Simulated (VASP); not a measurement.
# Mo (Im-3m) in VASP: a series of runs

Runs on Mo. Level: PBE. Tasks: relaxation of cell and atoms.

Everything below comes from runs of VASP 6.6.1. Logs are shortened: lines on timing, memory, paths and dates and some standing lists are left out, and cuts for length are marked.

## Step 1: The cell of the first run

It takes space group Im-3m (No. 229, cubic). Conventional cell: a = 2.795 Å, b = 2.795 Å, c = 2.795 Å, α = 90.00°, β = 90.00°, γ = 90.00°. Mo (site symmetry m-3m) has 14 Mo at 2.42 to 2.80 Å within 3.2 Å.

## Step 2: Relaxation of cell and atoms, PBE, target pressure 200 GPa, at which the enthalpy is minimised

File INCAR:

```
SYSTEM = Mo
  PREC = Accurate
  ENCUT = 600
  EDIFF = 1E-7
  ISMEAR = -1
  SIGMA = 0.05
  LREAL = .False.
  LASPH = .True.
  NELM = 80
  ALGO = Normal
  ISIF = 3
  LWAVE = .False.
  LCHARG = .False.
  GGA = PE
  IBRION = 2
  NSW = 32
  EDIFFG = -0.005
  PSTRESS = 2000.0
```

File KPOINTS:

```
regular mesh
0
Gamma
  19 19 19
  0 0 0
```

File POSCAR:

```
Mo
1.0
   -1.3976866873      1.3976866873      1.3976866873
    1.3976866873     -1.3976866873      1.3976866873
    1.3976866873      1.3976866873     -1.3976866873
Mo
1
Direct
    0.0000000000      0.0000000000      0.0000000000
```

Potentials or basis: VASP PAW PBE potentials, release 64 (Mo_sv).

The run is started by

```console
$ cat potpaw_PBE.64/Mo_sv/POTCAR > POTCAR
$ mpirun -np 1 vasp_std > vasp.out
```

OUTCAR:

```text
SYSTEM = Mo
   PREC = Accurate
   ENCUT = 600
   EDIFF = 1E-7
   ISMEAR = -1
   LREAL = .False.
   LASPH = .True.
   NELM = 80
   ISIF = 3
   GGA = PE
   IBRION = 2
   NSW = 32
   EDIFFG = -0.005
   PSTRESS = 2000.0

 ion  position               nearest neighbor table
   1  0.000  0.000  0.000-

  LATTYP: Found a body centered cubic cell.
 ALAT       =     2.7953733746

  Lattice vectors:

 A1 = (  -1.3976866873,   1.3976866873,   1.3976866873)
 A2 = (   1.3976866873,  -1.3976866873,   1.3976866873)
 A3 = (   1.3976866873,   1.3976866873,  -1.3976866873)

Analysis of symmetry for initial positions (statically):
=====================================================================
 Subroutine PRICEL returns:
 Original cell was already a primitive cell.

 Routine SETGRP: Setting up the symmetry group for a
 body centered cubic supercell.

 Subroutine GETGRP returns: Found 48 space group operations
 (whereof 48 operations were pure point group operations)
 out of a pool of 48 trial point group operations.

The static configuration has the point symmetry O_h .

Analysis of symmetry for dynamics (positions and initial velocities):
=====================================================================
 Subroutine PRICEL returns:
 Original cell was already a primitive cell.

 Routine SETGRP: Setting up the symmetry group for a
 body centered cubic supercell.

 Subroutine GETGRP returns: Found 48 space group operations
 (whereof 48 operations were pure point group operations)
 out of a pool of 48 trial point group operations.

The dynamic configuration has the point symmetry O_h .

 Subroutine INISYM returns: Found 48 space group operations
 (whereof 48 operations are pure point group operations),
 and found     1 'primitive' translations

----------------------------------------------------------------------------------------

                                     Primitive cell

  volume of cell :      10.9217

  direct lattice vectors                    reciprocal lattice vectors
    -1.397686687  1.397686687  1.397686687     0.000000000  0.357733965  0.357733965
     1.397686687 -1.397686687  1.397686687     0.357733965  0.000000000  0.357733965
     1.397686687  1.397686687 -1.397686687     0.357733965  0.357733965  0.000000000

  length of vectors
     2.420864355  2.420864355  2.420864355     0.505912225  0.505912225  0.505912225

  position of ions in fractional coordinates (direct lattice)
     0.000000000  0.000000000  0.000000000

  ion indices of the primitive-cell ions
   primitive index   ion index
                 1           1

----------------------------------------------------------------------------------------

 KPOINTS: regular mesh

Automatic generation of k-mesh.
 Grid dimensions read from file:
 generate k-points for:   19   19   19

 Generating k-lattice:

  Cartesian coordinates                     Fractional coordinates (reciprocal lattice)
     0.000000000  0.018828103  0.018828103     0.052631579  0.000000000  0.000000000
     0.018828103  0.000000000  0.018828103     0.000000000  0.052631579  0.000000000
     0.018828103  0.018828103  0.000000000     0.000000000  0.000000000  0.052631579

  Length of vectors
     0.026626959  0.026626959  0.026626959

  Shift w.r.t. Gamma in fractional coordinates (k-lattice)
     0.000000000  0.000000000  0.000000000

 Subroutine IBZKPT returns following result:
 ===========================================

 Found    220 irreducible k-points:

 Following reciprocal coordinates:
            Coordinates               Weight
  0.000000  0.000000  0.000000      1.000000
  0.052632  0.000000  0.000000     12.000000
  0.105263  0.000000  0.000000     12.000000
  0.157895  0.000000  0.000000     12.000000
  0.210526  0.000000  0.000000     12.000000
  0.263158  0.000000  0.000000     12.000000
[... 16 lines left out ...]
  0.263158  0.105263  0.000000     48.000000
  0.315789  0.105263  0.000000     48.000000
 [... further k-points ...]
   k-points           NKPTS =    220   k-points in BZ     NKDIM =    220   number of bands    NBANDS=     11
   number of dos      NEDOS =    301   number of ions     NIONS =      1
   total plane-waves  NPLWV =   8000
   dimension x,y,z NGX =    20 NGY =   20 NGZ =   20
   dimension x,y,z NGXF=    40 NGYF=   40 NGZF=   40
   ions per type =               1
   NGX,Y,Z   is equivalent  to a cutoff of  13.73, 13.73, 13.73 a.u.
   NGXF,Y,Z  is equivalent  to a cutoff of  27.47, 27.47, 27.47 a.u.
 SYSTEM =  Mo
   PREC   = accura    normal or accurate (medium, high low for compatibility)
   ISTART =      0    job   : 0-new  1-cont  2-samecut
   ICHARG =      2    charge: 1-file 2-atom 10-const
   ISPIN  =      1    spin polarized calculation?
   LNONCOLLINEAR =      F non collinear calculations
   LSORBIT =      F    spin-orbit coupling
   LASPH  =      T    aspherical Exc in radial PAW
   ENCUT  =  600.0 eV  44.10 Ry    6.64 a.u.   4.84  4.84  4.84*2*pi/ulx,y,z
   NELM   =     80;   NELMIN=  2; NELMDL= -5     # of ELM steps
   EDIFF  = 0.1E-06   stopping-criterion for ELM
   LREAL  =      F    real-space projection
   EDIFFG = -.5E-02   stopping-criterion for IOM
   NSW    =     32    number of steps for IOM
   IBRION =      2    ionic relax: 0-MD 1-quasi-New 2-CG
   NFREE  =      1    steps in history (QN), initial steepest desc. (CG)
   ISIF   =      3    stress and relaxation
   ISYM   =      2    0-nonsym 1-usesym 2-fastsym
   POTIM  = 0.5000    time-step for ionic-motion
   TEBEG  =    0.0;   TEEND  =   0.0 temperature during run
   PSTRESS= 2000.0 pullay stress
   NELECT =      14.0000    total number of electrons
   NUPDOWN=      -1.0000    fix difference up-down
   EMIN   =  10.00;   EMAX   =-10.00  energy-range for DOS
   EFERMI =   0.00;   METHOD = LEGACY
   ISMEAR =    -1;   SIGMA  =   0.05  broadening in eV -4-tet -1-fermi 0-gaus
   EFERMI_NEDOS =   21; number of points for ismear=-14 and -15
   IALGO  =     38    algorithm
   IMIX   =      4    mixing-type and parameters
     AMIX     =   0.40;   BMIX     =  1.00
     AMIX_MAG =   1.60;   BMIX_MAG =  1.00
  volume/ion in A,a.u.               =      10.92        73.70
  Fermi-wavevector in a.u.,A,eV,Ry     =   1.778365  3.360623 43.029564  3.162584
  Thomas-Fermi vector in A             =   2.843573
   LORBIT       =      0    0 simple, 1 ext, 2 COOP (PROOUT), +10 PAW based schemes
   GGA     = PE    functional components
   LHFCALC =     F    Hartree Fock is set to
   AEXX    =    0.0000 exact exchange contribution
   IVDW    =     0    specifies the selected vdW correction
   LEPSILON=     F    determine dielectric tensor
   LRPA    =     F    only Hartree local field effects (RPA)
 conjugate gradient relaxation of ions
 non-spin polarized calculation
  energy-cutoff  :      600.00
  volume of cell :       10.92
 maximum number of plane-waves:       375
   NGX =  9   NGY =  9   NGZ =  9

--------------------------------------- Ionic step        1  -------------------------------------------

 number of electron      13.9999998 magnetization

 Free energy of the ion-electron system (eV)
  ---------------------------------------------------
  ext. energy  EPLUGINS =         0.00000000
  ---------------------------------------------------
  free energy    TOTEN  =        -8.64572305 eV

  energy without entropy =       -8.63904155  energy(sigma->0) =       -8.64238230

------------------------ aborting loop because EDIFF is reached ----------------------------------------

  FORCE on cell =-STRESS in cart. coord.  units (eV):
  Direction    XX          YY          ZZ          XY          YZ          ZX
  --------------------------------------------------------------------------------------
  -------------------------------------------------------------------------------------
  Total       13.8290335     13.8290335     13.8290335      0.0000000     -0.0000000     -0.0000000
  in kB     2028.6771283   2028.6771283   2028.6771283      0.0000000     -0.0000000     -0.0000000
  external PRESSURE =      28.6771283 kB  Pullay stress =    2000.0000000 kB

 VOLUME and BASIS-vectors are now :
 -----------------------------------------------------------------------------
  energy-cutoff  :      600.00
  volume of cell :       10.92
      direct lattice vectors                 reciprocal lattice vectors
    -1.397686687  1.397686687  1.397686687     0.000000000  0.357733965  0.357733965
     1.397686687 -1.397686687  1.397686687     0.357733965  0.000000000  0.357733965
     1.397686687  1.397686687 -1.397686687     0.357733965  0.357733965  0.000000000
[... 44 lines left out ...]
  FREE ENERGIE OF THE ION-ELECTRON SYSTEM (eV)
  ---------------------------------------------------
  free  energy   TOTEN  =        -9.0157268502 eV

  energy  without entropy=       -9.0083891941  energy(sigma->0) =       -9.01205802

  enthalpy is  TOTEN    =         5.0071935242 eV   P V=       14.0229203744

--------------------------------------- Ionic step        3  -------------------------------------------

 number of electron      13.9999998 magnetization

 Free energy of the ion-electron system (eV)
  ---------------------------------------------------
  ext. energy  EPLUGINS =         0.00000000
  ---------------------------------------------------
  free energy    TOTEN  =        -8.68855855 eV

  energy without entropy =       -8.68180366  energy(sigma->0) =       -8.68518111

 E-fermi :  19.3418     XC(G=0): -15.5104

 val. band max:       19.3389037589   @ k =   0.1053   0.1053   0.0000
 cond. band min:      19.3439290913   @ k =  -0.2105   0.2105   0.2105
 fundamental gap:      0.0050253324
 Fermi energy:        19.3417891299

 k-point     1 :       0.0000    0.0000    0.0000
  band No.  band energies     occupation
      1     -42.6401      2.00000
      2     -14.3854      2.00000
      3     -14.3854      2.00000
      4     -14.3854      2.00000
      5      11.4141      2.00000
      6      16.9135      2.00000
      7      16.9135      2.00000
      8      16.9135      2.00000
      9      21.4650      0.00000
     10      21.4650      0.00000
     11      34.2411      0.00000

 k-point     2 :       0.0526    0.0000    0.0000
  band No.  band energies     occupation
      1     -42.6146      2.00000
      2     -14.5075      2.00000
      3     -14.4209      2.00000
      4     -14.3874      2.00000
      5      11.6047      2.00000
      6      16.7913      2.00000
      7      16.8947      2.00000
      8      17.0995      2.00000
      9      21.2487      0.00000
     10      21.4585      0.00000
     11      34.4172      0.00000
[... 295 lines left out ...]
 k-point    24 :       0.3158    0.1053    0.0000
  band No.  band energies     occupation
      1     -41.7623      2.00000
      2     -17.7078      2.00000
      3     -15.5336      2.00000
      4     -14.6092      2.00000
      5      12.4930      2.00000
      6      14.2554      2.00000
      7      19.0862      1.98803
      8      21.2955      0.00000
      9      22.9735      0.00000
     10      25.8370      0.00000
     11      34.0522      0.00000

 [... further k-points ...]

------------------------ aborting loop because EDIFF is reached ----------------------------------------

  FORCE on cell =-STRESS in cart. coord.  units (eV):
  Direction    XX          YY          ZZ          XY          YZ          ZX
  --------------------------------------------------------------------------------------
  -------------------------------------------------------------------------------------
  Total       13.6737828     13.6737828     13.6737828      0.0000000      0.0000000      0.0000000
  in kB     1999.6632605   1999.6632605   1999.6632605      0.0000000      0.0000000      0.0000000
  external PRESSURE =      -0.3367395 kB  Pullay stress =    2000.0000000 kB

 VOLUME and BASIS-vectors are now :
 -----------------------------------------------------------------------------
  energy-cutoff  :      600.00
  volume of cell :       10.96
      direct lattice vectors                 reciprocal lattice vectors
    -1.399138800  1.399138800  1.399138800     0.000000000  0.357362686  0.357362686
     1.399138800 -1.399138800  1.399138800     0.357362686  0.000000000  0.357362686
     1.399138800  1.399138800 -1.399138800     0.357362686  0.357362686  0.000000000

 POSITION                                       TOTAL-FORCE (eV/Angst)
 -----------------------------------------------------------------------------------
      0.00000      0.00000      0.00000        -0.000000      0.000000      0.000000
 -----------------------------------------------------------------------------------
    total drift:                                0.000000      0.000000      0.000000

  FREE ENERGIE OF THE ION-ELECTRON SYSTEM (eV)
  ---------------------------------------------------
  free  energy   TOTEN  =        -8.6885585468 eV

  energy  without entropy=       -8.6818036647  energy(sigma->0) =       -8.68518111

  enthalpy is  TOTEN    =         4.9875269075 eV   P V=       13.6760854543

 reached required accuracy - stopping structural energy minimisation
```

Wall time 54 s (1 thread of Intel Xeon Platinum 8259CL at 2.50GHz (Skylake/Cascade Lake), shared host); peak memory 0.16 GiB.

What came out:

```
Free energy                                                : -8.6886 eV
Relaxed volume                                             : 10.96 Å³/atom
Relaxed cell                                               : a = 2.423 Å, b = 2.423 Å, c = 2.423 Å, α = 109.47°, β = 109.47°, γ = 109.47°
Space group after relaxing (to 0.1 Å)                      : Im-3m (No. 229)
Energy change on relaxing (the run minimises the enthalpy) : -42.8 meV/atom
Ionic steps                                                : 3
Pressure after relaxing                                    : 200.0 GPa
Band gap on the k mesh                                     : zero (bands 7 and 8 overlap by 8.38 eV)
```

Step by step:
```tsv
step	energy change (eV)	largest force (eV/Å)	pressure (GPa)	volume (Å³)
1	0.0000	0.0000	202.87	10.92
2	-0.3700	0.0000	177.81	11.23
3	-0.0428	0.0000	199.97	10.96
```

Final structure:
```xyz
1
Lattice="-1.3991 1.3991 1.3991 1.3991 -1.3991 1.3991 1.3991 1.3991 -1.3991" Properties=species:S:1:pos:R:3 pbc="T T T"
Mo    0.0000    0.0000    0.0000
```

Levels at points of the mesh, in eV from the Fermi level:
| k point | band 5 | band 6 | band 7 | band 8 | band 9 | band 10 |
| --- | --- | --- | --- | --- | --- | --- |
| (0.00, 0.00, 0.00) | -7.93 | -2.43 | -2.43 | -2.43 | 2.12 | 2.12 |

Caveat: the cell is relaxed towards a set pressure, so the run minimises the enthalpy, not the energy.

## Step 3: Relaxation of cell and atoms, PBE

This run uses another cell than the first one, of 15.82 Å³/atom.

File INCAR:

```
SYSTEM = Mo
ALGO = Normal ; EDIFF = 1E-7
EDIFFG = -0.005 ; ENCUT = 600
GGA = PE ; IBRION = 2
ISIF = 3 ; ISMEAR = -1
LASPH = .TRUE. ; LCHARG = .FALSE.
LREAL = .FALSE. ; LWAVE = .FALSE.
NELM = 100 ; NSW = 60
PREC = Accurate ; SIGMA = 0.05
```

File KPOINTS:

```
k-points
0
G
  19 19 19
  0 0 0
```

File POSCAR:

```
Mo
1.0
   -1.5813925127      1.5813925127      1.5813925127
    1.5813925127     -1.5813925127      1.5813925127
    1.5813925127      1.5813925127     -1.5813925127
Mo
1
Direct
    0.0000000000      0.0000000000      0.0000000000
```

Potentials or basis: VASP PAW PBE potentials, release 64 (Mo_sv).

The run is started by

```console
$ cat potpaw_PBE.64/Mo_sv/POTCAR > POTCAR
$ mpirun -np 1 vasp_std > vasp.out
```

It took 68 s on 1 thread of Intel Xeon 8259CL, shared host; peak memory 0.18 GiB.

The run converged. Its results:

| Item | Value |
| --- | --- |
| Free energy | -10.9382 eV |
| Relaxed volume | 15.81 Å³/atom |
| Relaxed cell | a = 2.739 Å, b = 2.739 Å, c = 2.739 Å, α = 109.47°, β = 109.47°, γ = 109.47° |
| Space group after relaxing (to 0.1 Å) | Im-3m (No. 229) |
| Energy gained by relaxing | 0.0 meV/atom |
| Ionic steps | 3 |
| Pressure after relaxing | 0.0 GPa |
| Band gap on the k mesh | zero (bands 7 and 8 overlap by 5.07 eV) |

Final structure:
```yaml
crystal:
  lattice:
    - [-1.58114, 1.58114, 1.58114]
    - [1.58114, -1.58114, 1.58114]
    - [1.58114, 1.58114, -1.58114]
  atoms:
    - { symbol: Mo, position: [0.00000, 0.00000, 0.00000] }
```

Levels at points of the mesh, in eV from the Fermi level:
| k point | band 5 | band 6 | band 7 | band 8 | band 9 | band 10 |
| --- | --- | --- | --- | --- | --- | --- |
| (0.00, 0.00, 0.00) | -7.22 | -1.36 | -1.36 | -1.36 | 1.62 | 1.62 |
